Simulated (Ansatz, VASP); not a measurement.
## WS: VASP beside Ansatz

```xyz
2
Lattice="0.0000 2.7299 2.7299 2.7299 0.0000 2.7299 2.7299 2.7299 0.0000" Properties=species:S:1:pos:R:3 pbc="T T T"
W     0.0000    0.0000    0.0000
S     1.3649    1.3649    1.3649
```

Alike in both runs: functional r2SCAN; k mesh 6 × 6 × 6; occupations gaussian, width 0.1 eV; collinear spin; Hubbard terms W d U = 6.2 eV.

Ansatz relaxed the structure, and its values are those at the end. VASP's run is a single point on that final structure, the one shown.

|  | VASP | Ansatz |
| --- | --- | --- |
| version | VASP 6.6.1 | Ansatz 0.2.0 |
| potentials or method | VASP PAW PBE potentials, release 64 (W_sv, S), cutoff 520 eV | scalar-relativistic, plane waves, PAW |
| valence electrons in the cell | 20 | 20 |

|  | VASP | Ansatz | Ansatz less VASP |
| --- | --- | --- | --- |
| gap on the k mesh at the Fermi level (eV) | none | none | - |
| pressure (GPa) | 2.3 | 0.3 | -2.00 |
| net moment per atom (μB) | 0.73 | 0.76 | +0.025 |
| size of the moment on the site where the two differ most (μB) | 1.35 | 0.94 | -0.413 |

VASP's potentials were made for PBE, not for r2SCAN. Site moments also hang on the region over which each program counts them. The programs project onto different local orbitals, so the same U acts differently, and such runs can settle in different states. A gap of «none» marks a metal or a gap that the smearing closes. Ansatz's warnings: filled band counts differ across k points.

Spin-orbit coupling is off throughout.
